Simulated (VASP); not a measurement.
# Rb (Pm-3m) in VASP: notebook, part 2 of 2

VASP 6.6.1. Earlier steps stand in the parts before.

## (4) Single point, PBE (volume scaled by 0.96)

INCAR reads:

```
SYSTEM = Rb
PREC = Accurate ; ENCUT = 520
EDIFF = 1E-6 ; ISMEAR = -1
SIGMA = 0.1 ; LREAL = .FALSE.
LASPH = .TRUE. ; NELM = 60
ALGO = Normal ; ISIF = 2
LWAVE = .FALSE. ; LCHARG = .FALSE.
GGA = PE ; NBANDS = 10
```

KPOINTS reads:

```
Automatic mesh
0
G
  11 11 11
  0 0 0
```

POSCAR reads:

```
Rb
1.0
    4.5625816822      0.0000000000      0.0000000000
    0.0000000000      4.5625816822      0.0000000000
    0.0000000000      0.0000000000      4.5625816822
Rb
1
Direct
    0.0000000000      0.0000000000      0.0000000000
```

Potentials or basis: VASP PAW PBE potentials, release 64 (Rb_sv).

Started as:

```bash
cat potpaw_PBE.64/Rb_sv/POTCAR > POTCAR
mpirun -np 1 vasp_std > vasp.out
```

OUTCAR:

```text
SYSTEM = Rb
   PREC = Accurate
   ENCUT = 520
   EDIFF = 1E-6
   ISMEAR = -1
   LREAL = .FALSE.
   LASPH = .TRUE.
   NELM = 60
   ISIF = 2
   GGA = PE

 ion  position               nearest neighbor table
   1  0.000  0.000  0.000-

  LATTYP: Found a simple cubic cell.
 ALAT       =     4.5625816822

  Lattice vectors:

 A1 = (   4.5625816822,   0.0000000000,   0.0000000000)
 A2 = (   0.0000000000,   4.5625816822,   0.0000000000)
 A3 = (   0.0000000000,   0.0000000000,   4.5625816822)

Analysis of symmetry for initial positions (statically):
=====================================================================
 Subroutine PRICEL returns:
 Original cell was already a primitive cell.

 Routine SETGRP: Setting up the symmetry group for a
 simple cubic supercell.

 Subroutine GETGRP returns: Found 48 space group operations
 (whereof 48 operations were pure point group operations)
 out of a pool of 48 trial point group operations.

The static configuration has the point symmetry O_h .

Analysis of symmetry for dynamics (positions and initial velocities):
=====================================================================
 Subroutine PRICEL returns:
 Original cell was already a primitive cell.

 Routine SETGRP: Setting up the symmetry group for a
 simple cubic supercell.

 Subroutine GETGRP returns: Found 48 space group operations
 (whereof 48 operations were pure point group operations)
 out of a pool of 48 trial point group operations.

The dynamic configuration has the point symmetry O_h .

 Subroutine INISYM returns: Found 48 space group operations
 (whereof 48 operations are pure point group operations),
 and found     1 'primitive' translations

----------------------------------------------------------------------------------------

                                     Primitive cell

  volume of cell :      94.9800

  direct lattice vectors                    reciprocal lattice vectors
     4.562581682  0.000000000  0.000000000     0.219174158  0.000000000  0.000000000
     0.000000000  4.562581682  0.000000000     0.000000000  0.219174158  0.000000000
     0.000000000  0.000000000  4.562581682     0.000000000  0.000000000  0.219174158

  length of vectors
     4.562581682  4.562581682  4.562581682     0.219174158  0.219174158  0.219174158

  position of ions in fractional coordinates (direct lattice)
     0.000000000  0.000000000  0.000000000

  ion indices of the primitive-cell ions
   primitive index   ion index
                 1           1

----------------------------------------------------------------------------------------

 KPOINTS: Automatic mesh

Automatic generation of k-mesh.
 Grid dimensions read from file:
 generate k-points for:   11   11   11

 Generating k-lattice:

  Cartesian coordinates                     Fractional coordinates (reciprocal lattice)
     0.019924923  0.000000000  0.000000000     0.090909091  0.000000000  0.000000000
     0.000000000  0.019924923  0.000000000     0.000000000  0.090909091  0.000000000
     0.000000000  0.000000000  0.019924923     0.000000000  0.000000000  0.090909091

  Length of vectors
     0.019924923  0.019924923  0.019924923

  Shift w.r.t. Gamma in fractional coordinates (k-lattice)
     0.000000000  0.000000000  0.000000000

 Subroutine IBZKPT returns following result:
 ===========================================

 Found     56 irreducible k-points:

 Following reciprocal coordinates:
            Coordinates               Weight
  0.000000  0.000000  0.000000      1.000000
  0.090909  0.000000  0.000000      6.000000
  0.181818  0.000000  0.000000      6.000000
  0.272727  0.000000  0.000000      6.000000
  0.363636  0.000000  0.000000      6.000000
  0.454545  0.000000  0.000000      6.000000
[... 16 lines left out ...]
  0.181818  0.090909  0.090909     24.000000
  0.272727  0.090909  0.090909     24.000000
 [... further k-points ...]
   k-points           NKPTS =     56   k-points in BZ     NKDIM =     56   number of bands    NBANDS=     10
   number of dos      NEDOS =    301   number of ions     NIONS =      1
   total plane-waves  NPLWV =  46656
   dimension x,y,z NGX =    36 NGY =   36 NGZ =   36
   dimension x,y,z NGXF=    72 NGYF=   72 NGZF=   72
   ions per type =               1
   NGX,Y,Z   is equivalent  to a cutoff of  13.12, 13.12, 13.12 a.u.
   NGXF,Y,Z  is equivalent  to a cutoff of  26.23, 26.23, 26.23 a.u.
 SYSTEM =  Rb
   PREC   = accura    normal or accurate (medium, high low for compatibility)
   ISTART =      0    job   : 0-new  1-cont  2-samecut
   ICHARG =      2    charge: 1-file 2-atom 10-const
   ISPIN  =      1    spin polarized calculation?
   LNONCOLLINEAR =      F non collinear calculations
   LSORBIT =      F    spin-orbit coupling
   LASPH  =      T    aspherical Exc in radial PAW
   ENCUT  =  520.0 eV  38.22 Ry    6.18 a.u.   8.48  8.48  8.48*2*pi/ulx,y,z
   NELM   =     60;   NELMIN=  2; NELMDL= -5     # of ELM steps
   EDIFF  = 0.1E-05   stopping-criterion for ELM
   LREAL  =      F    real-space projection
   EDIFFG = 0.1E-04   stopping-criterion for IOM
   NSW    =      0    number of steps for IOM
   IBRION =     -1    ionic relax: 0-MD 1-quasi-New 2-CG
   NFREE  =      0    steps in history (QN), initial steepest desc. (CG)
   ISIF   =      2    stress and relaxation
   ISYM   =      2    0-nonsym 1-usesym 2-fastsym
   POTIM  = 0.5000    time-step for ionic-motion
   TEBEG  =    0.0;   TEEND  =   0.0 temperature during run
   PSTRESS=    0.0 pullay stress
   NELECT =       9.0000    total number of electrons
   NUPDOWN=      -1.0000    fix difference up-down
   EMIN   =  10.00;   EMAX   =-10.00  energy-range for DOS
   EFERMI =   0.00;   METHOD = LEGACY
   ISMEAR =    -1;   SIGMA  =   0.10  broadening in eV -4-tet -1-fermi 0-gaus
   EFERMI_NEDOS =   21; number of points for ismear=-14 and -15
   IALGO  =     38    algorithm
   IMIX   =      4    mixing-type and parameters
     AMIX     =   0.40;   BMIX     =  1.00
     AMIX_MAG =   1.60;   BMIX_MAG =  1.00
  volume/ion in A,a.u.               =      94.98       640.96
  Fermi-wavevector in a.u.,A,eV,Ry     =   0.746354  1.410405  7.579053  0.557045
  Thomas-Fermi vector in A             =   1.842156
   LORBIT       =      0    0 simple, 1 ext, 2 COOP (PROOUT), +10 PAW based schemes
   GGA     = PE    functional components
   LHFCALC =     F    Hartree Fock is set to
   AEXX    =    0.0000 exact exchange contribution
   IVDW    =     0    specifies the selected vdW correction
   LEPSILON=     F    determine dielectric tensor
   LRPA    =     F    only Hartree local field effects (RPA)
 non-spin polarized calculation
  energy-cutoff  :      520.00
  volume of cell :       94.98
 maximum number of plane-waves:      2584
 NGX is ok and might be reduce to    36
   NGX = 17   NGY = 17   NGZ = 17

 number of electron       9.0000000 magnetization

 Free energy of the ion-electron system (eV)
  ---------------------------------------------------
  ext. energy  EPLUGINS =         0.00000000
  ---------------------------------------------------
  free energy    TOTEN  =        -0.85457236 eV

  energy without entropy =       -0.82564709  energy(sigma->0) =       -0.84010973

 E-fermi :  -0.0602     XC(G=0):  -5.3524

 val. band max:       -0.0803582410   @ k =   0.4545   0.1818   0.0000
 cond. band min:      -0.0509276735   @ k =   0.3636   0.2727   0.1818
 fundamental gap:      0.0294305675
 Fermi energy:        -0.0602438028

 k-point     1 :       0.0000    0.0000    0.0000
  band No.  band energies     occupation
      1     -29.1300      2.00000
      2     -13.1570      2.00000
      3     -13.1570      2.00000
      4     -13.1570      2.00000
      5      -1.9771      2.00000
      6       2.2700      0.00000
      7       2.2700      0.00000
      8       5.7626      0.00000
      9       5.7627      0.00000
     10       5.7636      0.00000
[... 287 lines left out ...]
 k-point    24 :       0.2727    0.0909    0.0909
  band No.  band energies     occupation
      1     -29.1262      2.00000
      2     -13.2317      2.00000
      3     -13.1605      2.00000
      4     -13.1596      2.00000
      5      -1.1912      1.99998
      6       1.7265      0.00000
      7       2.5515      0.00000
      8       4.0246      0.00000
      9       4.2670      0.00000
     10       5.4098      0.00000

 [... further k-points ...]

------------------------ aborting loop because EDIFF is reached ----------------------------------------

  FORCE on cell =-STRESS in cart. coord.  units (eV):
  Direction    XX          YY          ZZ          XY          YZ          ZX
  --------------------------------------------------------------------------------------
  -------------------------------------------------------------------------------------
  Total        0.0589648      0.0589648      0.0589648      0.0000000      0.0000000     -0.0000000
  in kB        0.9946521      0.9946521      0.9946521      0.0000000      0.0000000     -0.0000000
  external PRESSURE =       0.9946521 kB  Pullay stress =       0.0000000 kB

 VOLUME and BASIS-vectors are now :
 -----------------------------------------------------------------------------
  energy-cutoff  :      520.00
  volume of cell :       94.98
      direct lattice vectors                 reciprocal lattice vectors
     4.562581682  0.000000000  0.000000000     0.219174158  0.000000000  0.000000000
     0.000000000  4.562581682  0.000000000     0.000000000  0.219174158  0.000000000
     0.000000000  0.000000000  4.562581682     0.000000000  0.000000000  0.219174158

 POSITION                                       TOTAL-FORCE (eV/Angst)
 -----------------------------------------------------------------------------------
      0.00000      0.00000      0.00000         0.000000      0.000000      0.000000
 -----------------------------------------------------------------------------------
    total drift:                                0.000000      0.000000     -0.000000

  FREE ENERGIE OF THE ION-ELECTRON SYSTEM (eV)
  ---------------------------------------------------
  free  energy   TOTEN  =        -0.8545723641 eV

  energy  without entropy=       -0.8256470896  energy(sigma->0) =       -0.84010973
```

OSZICAR:

```text
N       E                     dE             d eps       ncg     rms          rms(c)
DAV:   1     0.456785065608E+02    0.45679E+02   -0.32222E+03  1120   0.650E+02
DAV:   2     0.217137562506E+01   -0.43507E+02   -0.42468E+02  1264   0.126E+02
DAV:   3    -0.704342357556E+00   -0.28757E+01   -0.28700E+01  1414   0.341E+01
DAV:   4    -0.852975535508E+00   -0.14863E+00   -0.14756E+00  1674   0.636E+00
DAV:   5    -0.855266986936E+00   -0.22915E-02   -0.22911E-02  1436   0.772E-01    0.111E+00
DAV:   6    -0.854599241830E+00    0.66775E-03   -0.23509E-03  1620   0.265E-01    0.680E-01
DAV:   7    -0.854490605585E+00    0.10864E-03   -0.37833E-03  1568   0.335E-01    0.565E-02
DAV:   8    -0.854558637201E+00   -0.68032E-04   -0.16812E-04  1446   0.978E-02    0.304E-02
DAV:   9    -0.854573681158E+00   -0.15044E-04   -0.18976E-05  1544   0.325E-02    0.801E-03
DAV:  10    -0.854572272416E+00    0.14087E-05   -0.97007E-06  1538   0.174E-02    0.892E-04
DAV:  11    -0.854572364063E+00   -0.91647E-07   -0.42576E-07   744   0.420E-03
   1 F= -.85457236E+00 E0= -.84010973E+00  d E =-.289253E-01
```

Run time: 44 s. Hardware: 1 thread of Intel Xeon Platinum 8375C at 2.90GHz (Ice Lake), shared host; peak memory 0.22 GiB.

Results:

```yaml
Free_energy: -0.8546 eV
Pressure: 0.1 GPa
```

## (5) The runs side by side

```csv
cell,gap on the mesh (eV),pressure (GPa)
"a = 4.432 Å, 1 atom",none,0.4
"a = 4.498 Å, 1 atom",none,0.2
"a = 4.563 Å, 1 atom",none,0.1
```

Alike in all rows: task single point; level PBE; potentials or basis VASP PAW PBE potentials, release 64 (Rb_sv); no spin polarisation; k mesh 11 × 11 × 11; cutoff (eV) 520; smearing fermi-dirac 0.1 eV.

Total energies depend on the potentials used, so only differences within one code and one set of settings carry meaning.
